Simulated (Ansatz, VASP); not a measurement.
**MgS: VASP beside Ansatz**

Contents of INCAR:

```
ALGO = Normal ; EDIFF = 1E-6
ENCUT = 600 ; GGA = PE
GGA_COMPAT = F ; ISIF = 2
ISMEAR = 0 ; LASPH = T
LCHARG = F ; LREAL = F
LWAVE = F ; NBANDS = 46
NELM = 120 ; PREC = Accurate
SIGMA = 0.1
```

KPOINTS

```
k-points
0
Gamma
  2 2 4
```

POSCAR

```
MgS
1.0
    9.1071574700      0.0000000000      0.0000000000
    0.0000000000      9.1071574700      0.0000000000
    0.0000000000      0.0000000000      4.3493274100
Mg S
8 8
Direct
    0.6913084800      0.6225034900      0.0000000000
    0.8774965100      0.8086915200      0.5000000000
    0.3086915200      0.3774965100      0.0000000000
    0.1225034900      0.1913084800      0.5000000000
    0.6225034900      0.3086915200      0.5000000000
    0.8086915200      0.1225034900      0.0000000000
    0.3774965100      0.6913084800      0.5000000000
    0.1913084800      0.8774965100      0.0000000000
    0.1225034900      0.8086915200      0.5000000000
    0.3086915200      0.6225034900      0.0000000000
    0.8774965100      0.1913084800      0.5000000000
    0.6913084800      0.3774965100      0.0000000000
    0.1913084800      0.1225034900      0.0000000000
    0.3774965100      0.3086915200      0.5000000000
    0.8086915200      0.8774965100      0.0000000000
    0.6225034900      0.6913084800      0.5000000000
```

Input for Ansatz:

```yaml
crystal:
  lattice:
    - [9.10715747, 0.0, 0.0]
    - [0.0, 9.10715747, 0.0]
    - [0.0, 0.0, 4.34932741]
  atoms:
    - { symbol: Mg, position: [0.69130848, 0.62250349, 0.0] }
    - { symbol: Mg, position: [0.87749651, 0.80869152, 0.5] }
    - { symbol: Mg, position: [0.30869152, 0.37749651, 0.0] }
    - { symbol: Mg, position: [0.12250349, 0.19130848, 0.5] }
    - { symbol: Mg, position: [0.62250349, 0.30869152, 0.5] }
    - { symbol: Mg, position: [0.80869152, 0.12250349, 0.0] }
    - { symbol: Mg, position: [0.37749651, 0.69130848, 0.5] }
    - { symbol: Mg, position: [0.19130848, 0.87749651, 0.0] }
    - { symbol: S, position: [0.12250349, 0.80869152, 0.5] }
    - { symbol: S, position: [0.30869152, 0.62250349, 0.0] }
    - { symbol: S, position: [0.87749651, 0.19130848, 0.5] }
    - { symbol: S, position: [0.69130848, 0.37749651, 0.0] }
    - { symbol: S, position: [0.19130848, 0.12250349, 0.0] }
    - { symbol: S, position: [0.37749651, 0.30869152, 0.5] }
    - { symbol: S, position: [0.80869152, 0.87749651, 0.0] }
    - { symbol: S, position: [0.62250349, 0.69130848, 0.5] }
basis:
  ecutwfc: 420
kpoints:
  mp_grid: { grid: [2, 2, 4] }
hamiltonian:
  xc: pbe
scf:
  occupations: { method: gaussian, width: 0.1 }
  lower_state_search: "off"
output:
  forces: true
  stress: true
  eigenvalues: true
```

Alike in both runs: task single point; functional PBE; k mesh 2 × 2 × 4; occupations gaussian, width 0.1 eV; no spin polarisation.

```csv
,VASP,Ansatz
version,VASP 6.6.1,Ansatz 0.2.0
potentials or method,"VASP PAW PBE potentials, release 64 (Mg, S), cutoff 600 eV","scalar-relativistic, plane waves, PAW"
valence electrons in the cell,64,128
```

|  | VASP | Ansatz | Ansatz less VASP |
| --- | --- | --- | --- |
| gap on the k mesh at the Fermi level (eV) | 1.70 | 1.71 | +0.009 |
| least direct gap on the mesh (eV) | 1.70 | 1.71 | +0.009 |
| pressure (GPa) | 11.0 | 11.1 | +0.08 |
| traceless stress, the component that is largest in VASP (GPa) | 4.34 | 4.35 | +0.014 |
| rms of the force components (eV/Å) | 0.698 | 0.690 | -0.0074 |

Atom by atom the forces differ by 0.008 eV/Å (rms over components). With one functional, cell and mesh, what is left measures potentials, basis and numerics. VASP's potentials hold 64 valence electrons a cell and Ansatz's 128, so a difference there can come from the potentials and not from the codes.
